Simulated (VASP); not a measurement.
Runs of VASP 6.6.1 on PbS. The structure is that of space group Fm-3m (No. 225), or close to it. The cells are those of the table. 

```tsv
task	level	spin	cell	k mesh	cutoff (eV)	smearing	gap on the mesh (eV)	pressure (GPa)	relaxed volume (Å³/atom)
single point	r2SCAN	off	a = 4.225 Å, angles 60.0°, 2 atoms	6 × 6 × 6	520	fermi-dirac 0.02 eV	0.70	0.0	-
relaxation of cell and atoms	r2SCAN	off	relaxed from a = 4.248 Å, angles 60.0°, 2 atoms	6 × 6 × 6	600	fermi-dirac 0.02 eV	0.70	0.0	26.66
single point	PBE	off	a = 4.248 Å, angles 60.0°, 2 atoms	8 × 8 × 8	520	fermi-dirac 0.02 eV	(b)	0.0	-
single point	PBE	non-collinear, zero start, SOC	a = 4.225 Å, angles 60.0°, 2 atoms	8 × 8 × 8	520	fermi-dirac 0.02 eV	-	0.7	-
dielectric tensor	r2SCAN	off	a = 4.225 Å, angles 60.0°, 2 atoms	6 × 6 × 6	520	gaussian 0.01 eV	0.70	-	-
single point	PBE	off	a = 4.225 Å, angles 60.0°, 2 atoms	8 × 8 × 8	520	fermi-dirac 0.02 eV	0.44	0.9	-
relaxation of cell and atoms	PBE	off	relaxed from a = 3.764 Å, angles 60.0°, 2 atoms	8 × 8 × 8	600	fermi-dirac 0.02 eV	0.49	0.0	(a)
single point	PBE	off	a = 4.225 Å, angles 60.0°, 2 atoms	4 × 4 × 4	500	gaussian 0.01 eV	0.44	0.9	-
```

Alike in all rows: potentials or basis VASP PAW PBE potentials, release 64 (Pb_d, S).

Question: Fill in the values left out.

Answer: (a) 27.08; (b) 0.50.

Caveats: some runs use coarse meshes; spin-orbit coupling is left out, which moves the levels of the heavy elements (some runs); the PAW data sets were made with another functional, which shifts forces and pressure a little (some runs); the volume moved by over 15 % at a fixed basis, so the end points are rough (some runs).

A k mesh can miss the band edges, and rows without SOC leave out spin-orbit coupling on Pb.
